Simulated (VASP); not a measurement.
# WO (P-6m2) in VASP: further runs, part 2 of 2

VASP 6.6.1.

**3. Relaxation of the atoms, r2SCAN**

The input, POSCAR:

```
WO
1.0
    1.4465670200      2.5055242700      0.0000000000
   -1.4465670200      2.5055242700      0.0000000000
    0.0000000000      0.0000000000      2.8241045800
W O
1 1
Direct
    0.0000000000      0.0000000000      0.0000000000
    0.6666700000      0.6666600000      0.5000000000
```

The input, INCAR.step1:

```
SYSTEM = WO
ALGO     = Normal         ! electronic algorithm
EDIFF    = 1E-4           ! SCF threshold, eV
ENCUT    = 520            ! plane-wave cutoff, eV
GGA      = PE             ! functional
ISMEAR   = -1             ! smearing method
LASPH    = .True.         ! aspherical terms in the spheres
LCHARG   = .False.        ! write CHGCAR
LREAL    = .False.        ! projectors in reciprocal space
LWAVE    = .True.         ! write WAVECAR
NELM     = 100            ! most SCF steps
PREC     = Accurate       ! precision mode
SIGMA    = 0.1            ! smearing width, eV
```

The input, INCAR.step2:

```
SYSTEM = WO
ALGO     = Normal         ! electronic algorithm
EDIFF    = 1E-6           ! SCF threshold, eV
EDIFFG   = -0.01          ! ionic threshold
ENCUT    = 520            ! plane-wave cutoff, eV
IBRION   = 2              ! ionic algorithm
ISIF     = 2              ! what is computed and relaxed
ISMEAR   = -1             ! smearing method
ISTART   = 1            
LASPH    = .True.         ! aspherical terms in the spheres
LCHARG   = .False.        ! write CHGCAR
LMIXTAU  = .True.       
LREAL    = .False.        ! projectors in reciprocal space
LWAVE    = .False.        ! write WAVECAR
METAGGA  = R2SCAN         ! meta-GGA
NELM     = 100            ! most SCF steps
NSW      = 100            ! ionic steps
PREC     = Accurate       ! precision mode
SIGMA    = 0.1            ! smearing width, eV
```

The input, KPOINTS:

```
k-points
0
Gamma
  12 12 11
  0 0 0
```

Potentials or basis: VASP PAW PBE potentials, release 64 (W_sv, O).

On the command line:

```
cat potpaw_PBE.64/W_sv/POTCAR potpaw_PBE.64/O/POTCAR > POTCAR
cp INCAR.step1 INCAR
mpirun -np 1 vasp_std > vasp.out
cp INCAR.step2 INCAR
mpirun -np 1 vasp_std > vasp.out
```

OUTCAR:

```text
SYSTEM = WO
   EDIFF = 1E-6
   EDIFFG = -0.01
   ENCUT = 520
   IBRION = 2
   ISIF = 2
   ISMEAR = -1
   ISTART = 1
   LASPH = .True.
   LREAL = .False.
   METAGGA = R2SCAN
   NELM = 100
   NSW = 100
   PREC = Accurate

 ion  position               nearest neighbor table
   1  0.000  0.000  0.000-   2 2.19   2 2.19   2 2.19   2 2.19   2 2.19   2 2.19
   2  0.667  0.667  0.500-   1 2.19   1 2.19   1 2.19   1 2.19   1 2.19   1 2.19

  LATTYP: Found a hexagonal cell.
 ALAT       =     2.8931311776
 C/A-ratio  =     0.9761412140

  Lattice vectors:

 A1 = (   1.4465670200,  -2.5055242700,   0.0000000000)
 A2 = (   1.4465670200,   2.5055242700,   0.0000000000)
 A3 = (   0.0000000000,   0.0000000000,   2.8241045800)

Analysis of symmetry for initial positions (statically):
=====================================================================
 Subroutine PRICEL returns:
 Original cell was already a primitive cell.

 Routine SETGRP: Setting up the symmetry group for a
 hexagonal supercell.

 Subroutine GETGRP returns: Found  4 space group operations
 (whereof  4 operations were pure point group operations)
 out of a pool of 24 trial point group operations.

[... 172 lines left out ...]
      1     -64.4501      2.00000
      2     -28.0147      2.00000
      3     -27.6077      2.00000
      4     -27.6077      2.00000
      5     -12.0748      2.00000
      6       4.6569      2.00000
      7       4.6569      2.00000
      8       5.7058      2.00000
      9       6.4631      2.00000
     10      11.0291      2.00000
     11      13.4945      0.10575
     12      13.4947      0.10561
     13      14.9037      0.00000
     14      14.9038      0.00000
[... 377 lines left out ...]
      1     -64.3893      2.00000
      2     -28.4182      2.00000
      3     -27.9077      2.00000
      4     -27.8260      2.00000
      5     -10.8410      2.00000
      6       1.7488      2.00000
      7       4.2711      2.00000
      8       5.1693      2.00000
      9       7.8476      2.00000
     10      12.6176      1.99445
     11      13.7097      0.01290
     12      15.0077      0.00000
     13      15.8260      0.00000
     14      17.2642      0.00000

 [... further k-points ...]
[... 5 lines left out ...]
  --------------------------------------------------------------------------------------
  -------------------------------------------------------------------------------------
  Total        2.2364157      2.2362809      6.5481879     -0.0001117      0.0000000      0.0000000
  in kB      175.0310802    175.0205263    512.4880844     -0.0087401      0.0000000      0.0000000
  external PRESSURE =     287.5132303 kB  Pullay stress =       0.0000000 kB

 VOLUME and BASIS-vectors are now :
 -----------------------------------------------------------------------------
  energy-cutoff  :      520.00
  volume of cell :       20.47
      direct lattice vectors                 reciprocal lattice vectors
     1.446567020  2.505524270  0.000000000     0.345645928  0.199559033  0.000000000
    -1.446567020  2.505524270  0.000000000    -0.345645928  0.199559033  0.000000000
     0.000000000  0.000000000  2.824104580     0.000000000  0.000000000  0.354094536

 POSITION                                       TOTAL-FORCE (eV/Angst)
 -----------------------------------------------------------------------------------
      0.00000      0.00000      0.00000        -0.000053      0.000030      0.000000
      0.00001      3.34069      1.41205         0.000053     -0.000030      0.000000
 -----------------------------------------------------------------------------------
    total drift:                               -0.000028     -0.000038      0.000000

  FREE ENERGIE OF THE ION-ELECTRON SYSTEM (eV)
  ---------------------------------------------------
  free  energy   TOTEN  =       -57.0573186088 eV

  energy  without entropy=      -56.9999719413  energy(sigma->0) =      -57.02864528

 reached required accuracy - stopping structural energy minimisation
```

Wall time 2.5 min (1 thread of Intel Xeon Platinum 8259CL at 2.50GHz (Skylake/Cascade Lake), shared host); peak memory 0.21 GiB.

What came out:

```yaml
Free_energy: -57.0573 eV
Pressure_after_relaxing: 28.8 GPa
Band_gap_on_the_k_mesh: zero (band 10 reaches 14.22 eV, above the bottom of band 11 at 11.25 eV)
```

Final structure:
```
CELL_PARAMETERS angstrom
1.44657 2.50552 0.00000
-1.44657 2.50552 0.00000
0.00000 0.00000 2.82410
ATOMIC_POSITIONS crystal
W 0.00000 0.00000 0.00000
O 0.66667 0.66666 0.50000
```

Levels at points of the mesh, in eV from the Fermi level:
```tsv
k point	band 8	band 9	band 10	band 11	band 12	band 13
(0.00, 0.00, 0.00)	-7.50	-6.74	-2.18	0.29	0.29	1.70
(0.50, 0.00, 0.00)	-7.72	-5.89	0.32	0.80	2.16	2.87
(0.00, 0.50, 0.00)	-7.72	-5.89	0.32	0.80	2.16	2.87
```

Caveat: the relaxation stopped at its first step, so nothing moved; the PAW data sets were made with another functional, which shifts forces and pressure a little; spin-orbit coupling is left out, which moves the levels of the heavy elements.
